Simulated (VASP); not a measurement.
# TiN (Fm-3m) in VASP: further runs

The runs below take TiN through single point, relaxation of cell and atoms, with PBEsol.

Everything below comes from runs of VASP 6.6.1. Logs are shortened: lines on timing, memory, paths and dates and some standing lists are left out, and cuts for length are marked.

## (1) The cell of the first run

The structure is cubic, space group Fm-3m (No. 225). Conventional cell: a = 4.205 Å, b = 4.205 Å, c = 4.205 Å, α = 90.00°, β = 90.00°, γ = 90.00°. Within 2.8 Å of Ti (site symmetry m-3m) lie 6 N at 2.10 Å. N (site symmetry m-3m) has 6 Ti at 2.10 Å within 2.8 Å.

## (2) Single point, PBEsol

File INCAR:

```
PREC = Accurate
ENCUT = 520
EDIFF = 1E-6
ISMEAR = -1
SIGMA = 0.1
LREAL = F
LASPH = T
NELM = 60
ALGO = Normal
ISIF = 2
LWAVE = F
LCHARG = F
GGA = PS
NBANDS = 16
```

File KPOINTS:

```
regular mesh
0
Gamma
  18 18 18
```

File POSCAR:

```
TiN
1.0
    0.0000000000      2.1022955383      2.1022955383
    2.1022955383      0.0000000000      2.1022955383
    2.1022955383      2.1022955383      0.0000000000
Ti N
1 1
Direct
    0.0000000000      0.0000000000      0.0000000000
    0.5000000000      0.5000000000      0.5000000000
```

Potentials or basis: VASP PAW PBE potentials, release 64 (Ti_sv, N).

Run with:

```console
> cat potpaw_PBE.64/Ti_sv/POTCAR potpaw_PBE.64/N/POTCAR > POTCAR
> mpirun -np 1 vasp_std > vasp.out
```

OUTCAR:

```text
PREC = Accurate
   ENCUT = 520
   EDIFF = 1E-6
   ISMEAR = -1
   LREAL = F
   LASPH = T
   NELM = 60
   ISIF = 2
   GGA = PS

 ion  position               nearest neighbor table
   1  0.000  0.000  0.000-   2 2.10   2 2.10   2 2.10   2 2.10   2 2.10   2 2.10
   2  0.500  0.500  0.500-   1 2.10   1 2.10   1 2.10   1 2.10   1 2.10   1 2.10

  LATTYP: Found a face centered cubic cell.
 ALAT       =     4.2045910766

  Lattice vectors:

 A1 = (   0.0000000000,   2.1022955383,   2.1022955383)
 A2 = (   2.1022955383,   0.0000000000,   2.1022955383)
 A3 = (   2.1022955383,   2.1022955383,   0.0000000000)

Analysis of symmetry for initial positions (statically):
=====================================================================
 Subroutine PRICEL returns:
 Original cell was already a primitive cell.

 Routine SETGRP: Setting up the symmetry group for a
 face centered cubic supercell.

 Subroutine GETGRP returns: Found 48 space group operations
 (whereof 48 operations were pure point group operations)
 out of a pool of 48 trial point group operations.

The static configuration has the point symmetry O_h .

Analysis of symmetry for dynamics (positions and initial velocities):
=====================================================================
 Subroutine PRICEL returns:
 Original cell was already a primitive cell.

 Routine SETGRP: Setting up the symmetry group for a
 face centered cubic supercell.

 Subroutine GETGRP returns: Found 48 space group operations
 (whereof 48 operations were pure point group operations)
 out of a pool of 48 trial point group operations.

The dynamic configuration has the point symmetry O_h .

 Subroutine INISYM returns: Found 48 space group operations
 (whereof 48 operations are pure point group operations),
 and found     1 'primitive' translations

----------------------------------------------------------------------------------------

                                     Primitive cell

  volume of cell :      18.5828

  direct lattice vectors                    reciprocal lattice vectors
     0.000000000  2.102295538  2.102295538    -0.237835257  0.237835257  0.237835257
     2.102295538  0.000000000  2.102295538     0.237835257 -0.237835257  0.237835257
     2.102295538  2.102295538  0.000000000     0.237835257  0.237835257 -0.237835257

  length of vectors
     2.973094862  2.973094862  2.973094862     0.411942749  0.411942749  0.411942749

  position of ions in fractional coordinates (direct lattice)
     0.000000000  0.000000000  0.000000000
     0.500000000  0.500000000  0.500000000

  ion indices of the primitive-cell ions
   primitive index   ion index
                 1           1
                 2           2

----------------------------------------------------------------------------------------

 KPOINTS: regular mesh

Automatic generation of k-mesh.
 Grid dimensions read from file:
 generate k-points for:   18   18   18

 Generating k-lattice:

  Cartesian coordinates                     Fractional coordinates (reciprocal lattice)
    -0.013213070  0.013213070  0.013213070     0.055555556  0.000000000  0.000000000
     0.013213070 -0.013213070  0.013213070     0.000000000  0.055555556  0.000000000
     0.013213070  0.013213070 -0.013213070     0.000000000  0.000000000  0.055555556

  Length of vectors
     0.022885708  0.022885708  0.022885708

  Shift w.r.t. Gamma in fractional coordinates (k-lattice)
     0.000000000  0.000000000  0.000000000

 Subroutine IBZKPT returns following result:
 ===========================================

 Found    195 irreducible k-points:

 Following reciprocal coordinates:
            Coordinates               Weight
  0.000000  0.000000  0.000000      1.000000
  0.055556  0.000000  0.000000      8.000000
  0.111111  0.000000  0.000000      8.000000
  0.166667  0.000000  0.000000      8.000000
  0.222222  0.000000  0.000000      8.000000
  0.277778  0.000000  0.000000      8.000000
[... 16 lines left out ...]
 -0.277778  0.055556  0.000000     24.000000
 -0.222222  0.055556  0.000000     24.000000
 [... further k-points ...]
   k-points           NKPTS =    195   k-points in BZ     NKDIM =    195   number of bands    NBANDS=     16
   number of dos      NEDOS =    301   number of ions     NIONS =      2
   total plane-waves  NPLWV =  13824
   dimension x,y,z NGX =    24 NGY =   24 NGZ =   24
   dimension x,y,z NGXF=    48 NGYF=   48 NGZF=   48
   ions per type =               1   1
   NGX,Y,Z   is equivalent  to a cutoff of  13.42, 13.42, 13.42 a.u.
   NGXF,Y,Z  is equivalent  to a cutoff of  26.84, 26.84, 26.84 a.u.
 SYSTEM =  unknown system
   PREC   = accura    normal or accurate (medium, high low for compatibility)
   ISTART =      0    job   : 0-new  1-cont  2-samecut
   ICHARG =      2    charge: 1-file 2-atom 10-const
   ISPIN  =      1    spin polarized calculation?
   LNONCOLLINEAR =      F non collinear calculations
   LSORBIT =      F    spin-orbit coupling
   LASPH  =      T    aspherical Exc in radial PAW
   ENCUT  =  520.0 eV  38.22 Ry    6.18 a.u.   5.53  5.53  5.53*2*pi/ulx,y,z
   NELM   =     60;   NELMIN=  2; NELMDL= -5     # of ELM steps
   EDIFF  = 0.1E-05   stopping-criterion for ELM
   LREAL  =      F    real-space projection
   EDIFFG = 0.1E-04   stopping-criterion for IOM
   NSW    =      0    number of steps for IOM
   IBRION =     -1    ionic relax: 0-MD 1-quasi-New 2-CG
   NFREE  =      0    steps in history (QN), initial steepest desc. (CG)
   ISIF   =      2    stress and relaxation
   ISYM   =      2    0-nonsym 1-usesym 2-fastsym
   POTIM  = 0.5000    time-step for ionic-motion
   TEBEG  =    0.0;   TEEND  =   0.0 temperature during run
   PSTRESS=    0.0 pullay stress
   NELECT =      17.0000    total number of electrons
   NUPDOWN=      -1.0000    fix difference up-down
   EMIN   =  10.00;   EMAX   =-10.00  energy-range for DOS
   EFERMI =   0.00;   METHOD = LEGACY
   ISMEAR =    -1;   SIGMA  =   0.10  broadening in eV -4-tet -1-fermi 0-gaus
   EFERMI_NEDOS =   21; number of points for ismear=-14 and -15
   IALGO  =     38    algorithm
   IMIX   =      4    mixing-type and parameters
     AMIX     =   0.40;   BMIX     =  1.00
     AMIX_MAG =   1.60;   BMIX_MAG =  1.00
  volume/ion in A,a.u.               =       9.29        62.70
  Fermi-wavevector in a.u.,A,eV,Ry     =   1.589232  3.003213 34.363679  2.525659
  Thomas-Fermi vector in A             =   2.688113
   LORBIT       =      0    0 simple, 1 ext, 2 COOP (PROOUT), +10 PAW based schemes
   GGA     = PS    functional components
   LHFCALC =     F    Hartree Fock is set to
   AEXX    =    0.0000 exact exchange contribution
   IVDW    =     0    specifies the selected vdW correction
   LEPSILON=     F    determine dielectric tensor
   LRPA    =     F    only Hartree local field effects (RPA)
 non-spin polarized calculation
  energy-cutoff  :      520.00
  volume of cell :       18.58
 maximum number of plane-waves:       531
 NGX is ok and might be reduce to    24
   NGX = 11   NGY = 11   NGZ = 11

 number of electron      16.9999998 magnetization

 Free energy of the ion-electron system (eV)
  ---------------------------------------------------
  ext. energy  EPLUGINS =         0.00000000
  ---------------------------------------------------
  free energy    TOTEN  =       -20.79362609 eV

  energy without entropy =      -20.76663282  energy(sigma->0) =      -20.78012945

 E-fermi :  11.6632     XC(G=0): -13.3688

 val. band max:       11.6330785002   @ k =  -0.1667   0.1111   0.0000
 cond. band min:      11.6775959318   @ k =   0.4444   0.2222   0.1111
 fundamental gap:      0.0445174315
 Fermi energy:        11.6631846159

 k-point     1 :       0.0000    0.0000    0.0000
  band No.  band energies     occupation
      1     -45.8971      2.00000
      2     -21.9566      2.00000
      3     -21.9566      2.00000
      4     -21.9566      2.00000
      5      -5.5317      2.00000
      6       9.6186      2.00000
[... 8 lines left out ...]
     15      24.8056      0.00000
     16      31.7555      0.00000

 k-point     2 :       0.0556    0.0000    0.0000
  band No.  band energies     occupation
      1     -45.8937      2.00000
      2     -21.9797      2.00000
      3     -21.9584      2.00000
      4     -21.9584      2.00000
      5      -5.4677      2.00000
      6       9.2369      2.00000
[... 8 lines left out ...]
     15      24.8693      0.00000
     16      31.6622      0.00000

 k-point     3 :       0.1111    0.0000    0.0000
  band No.  band energies     occupation
      1     -45.8841      2.00000
      2     -22.0459      2.00000
      3     -21.9638      2.00000
      4     -21.9638      2.00000
      5      -5.2803      2.00000
      6       8.4291      2.00000
[... 8 lines left out ...]
     15      24.9867      0.00000
     16      31.3777      0.00000

 k-point     4 :       0.1667    0.0000    0.0000
  band No.  band energies     occupation
      1     -45.8693      2.00000
      2     -22.1459      2.00000
      3     -21.9721      2.00000
      4     -21.9721      2.00000
      5      -4.9844      2.00000
      6       7.4770      2.00000
[... 8 lines left out ...]
     15      24.9921      0.00000
     16      30.8039      0.00000
[... 324 lines left out ...]
 k-point    22 :      -0.3333    0.0556    0.0000
  band No.  band energies     occupation
      1     -45.8060      2.00000
      2     -22.5373      2.00000
      3     -22.0298      2.00000
      4     -21.9995      2.00000
      5      -3.5728      2.00000
      6       4.4683      2.00000
[... 8 lines left out ...]
     15      24.9112      0.00000
     16      27.3254      0.00000

 k-point    23 :      -0.2778    0.0556    0.0000
  band No.  band energies     occupation
      1     -45.8232      2.00000
      2     -22.4306      2.00000
      3     -22.0214      2.00000
      4     -21.9879      2.00000
      5      -3.9982      2.00000
      6       5.2267      2.00000
[... 8 lines left out ...]
     15      24.7010      0.00000
     16      28.1211      0.00000

 k-point    24 :      -0.2222    0.0556    0.0000
  band No.  band energies     occupation
      1     -45.8423      2.00000
      2     -22.3100      2.00000
      3     -22.0102      2.00000
      4     -21.9766      2.00000
      5      -4.4299      2.00000
      6       6.0906      2.00000
[... 8 lines left out ...]
     15      24.7760      0.00000
     16      28.9760      0.00000

 [... further k-points ...]

------------------------ aborting loop because EDIFF is reached ----------------------------------------

  FORCE on cell =-STRESS in cart. coord.  units (eV):
  Direction    XX          YY          ZZ          XY          YZ          ZX
  --------------------------------------------------------------------------------------
  -------------------------------------------------------------------------------------
  Total        0.0541363      0.0541363      0.0541363      0.0000000      0.0000000     -0.0000000
  in kB        4.6675419      4.6675419      4.6675419      0.0000000      0.0000000     -0.0000000
  external PRESSURE =       4.6675419 kB  Pullay stress =       0.0000000 kB

 VOLUME and BASIS-vectors are now :
 -----------------------------------------------------------------------------
  energy-cutoff  :      520.00
  volume of cell :       18.58
      direct lattice vectors                 reciprocal lattice vectors
     0.000000000  2.102295538  2.102295538    -0.237835257  0.237835257  0.237835257
     2.102295538  0.000000000  2.102295538     0.237835257 -0.237835257  0.237835257
     2.102295538  2.102295538  0.000000000     0.237835257  0.237835257 -0.237835257

 POSITION                                       TOTAL-FORCE (eV/Angst)
 -----------------------------------------------------------------------------------
      0.00000      0.00000      0.00000         0.000000      0.000000     -0.000000
      2.10230      2.10230      2.10230        -0.000000     -0.000000      0.000000
 -----------------------------------------------------------------------------------
    total drift:                                0.000000     -0.000000     -0.000000

  FREE ENERGIE OF THE ION-ELECTRON SYSTEM (eV)
  ---------------------------------------------------
  free  energy   TOTEN  =       -20.7936260912 eV

  energy  without entropy=      -20.7666328176  energy(sigma->0) =      -20.78012945
```

It took 81 s on 1 thread of Intel Xeon 8259CL, shared host; peak memory 0.18 GiB.

What came out:

```
Free energy            : -20.7936 eV
Pressure               : 0.5 GPa
Band gap on the k mesh : zero (an odd number of electrons rules out a gap without spin polarisation)
```

Levels at points of the mesh, in eV from the Fermi level:
```tsv
k point	band 5	band 6	band 7	band 8	band 9	band 10	band 11	band 12	band 13	band 14
(0.00, 0.00, 0.00)	-17.19	-2.04	-2.04	-2.04	-0.65	-0.65	-0.65	0.61	0.61	5.70
(0.50, 0.00, 0.00)	-14.58	-8.27	-5.62	-5.62	1.79	1.79	2.49	6.00	6.00	6.13
(0.50, 0.50, 0.00)	-15.75	-5.89	-3.25	-3.25	-3.22	1.73	2.53	2.53	3.86	10.89
```

Caveat: the PAW data sets were made with another functional, which shifts forces and pressure a little.

## (3) Relaxation of cell and atoms, PBEsol

This run uses another cell than the first one, of 9.51 Å³/atom.

File INCAR:

```
PREC = Accurate
ENCUT = 600
EDIFF = 1E-7
ISMEAR = -1
SIGMA = 0.1
LREAL = False
LASPH = True
NELM = 80
ALGO = Normal
ISIF = 3
LWAVE = False
LCHARG = False
GGA = PS
IBRION = 2
NSW = 100
EDIFFG = -0.002
```

KPOINTS is that of step 2.

File POSCAR:

```
TiN
1.0
    0.0000000000      2.1190000000      2.1190000000
    2.1190000000      0.0000000000      2.1190000000
    2.1190000000      2.1190000000      0.0000000000
Ti N
1 1
Direct
    0.0000000000      0.0000000000      0.0000000000
    0.5000000000      0.5000000000      0.5000000000
```

Potentials or basis: VASP PAW PBE potentials, release 64 (Ti_sv, N).

Run with:

```console
> cat potpaw_PBE.64/Ti_sv/POTCAR potpaw_PBE.64/N/POTCAR > POTCAR
> mpirun -np 1 vasp_std > vasp.out
```

It took 3.2 min on 1 thread of Intel Xeon 8259CL, shared host; peak memory 0.19 GiB.

Results (log left out):

| Item | Value |
| --- | --- |
| Free energy | -20.7961 eV |
| Relaxed volume | 9.30 Å³/atom |
| Relaxed cell | a = 2.974 Å, b = 2.974 Å, c = 2.974 Å, α = 60.00°, β = 60.00°, γ = 60.00° |
| Space group after relaxing (to 0.1 Å) | Fm-3m (No. 225) |
| Energy gained by relaxing | 4.3 meV/atom |
| Ionic steps | 4 |
| Pressure after relaxing | 0.0 GPa |
| Band gap on the k mesh | zero (an odd number of electrons rules out a gap without spin polarisation) |

The path:
| step | energy change (eV) | largest force (eV/Å) | pressure (GPa) | volume (Å³) |
| --- | --- | --- | --- | --- |
| 1 | 0.0000 | 0.0000 | -6.40 | 19.03 |
| 2 | 0.0107 | 0.0000 | 10.55 | 18.00 |
| 3 | -0.0087 | 0.0000 | -0.04 | 18.61 |
| 4 | -0.0087 | 0.0000 | 0.03 | 18.60 |

Final structure:
```yaml
crystal:
  lattice:
    - [0.00000, 2.10294, 2.10294]
    - [2.10294, 0.00000, 2.10294]
    - [2.10294, 2.10294, 0.00000]
  atoms:
    - { symbol: Ti, position: [0.00000, 0.00000, 0.00000] }
    - { symbol: N, position: [0.50000, 0.50000, 0.50000] }
```

Levels at points of the mesh, in eV from the Fermi level:
```csv
k point,band 5,band 6,band 7,band 8,band 9,band 10,band 11,band 12
"(0.00, 0.00, 0.00)",-17.19,-2.04,-2.04,-2.04,-0.64,-0.64,-0.64,0.60
"(0.50, 0.00, 0.00)",-14.57,-8.27,-5.61,-5.61,1.78,1.78,2.49,5.99
"(0.50, 0.50, 0.00)",-15.75,-5.89,-3.25,-3.25,-3.22,1.72,2.52,2.52
```

Caveat: the PAW data sets were made with another functional, which shifts forces and pressure a little.
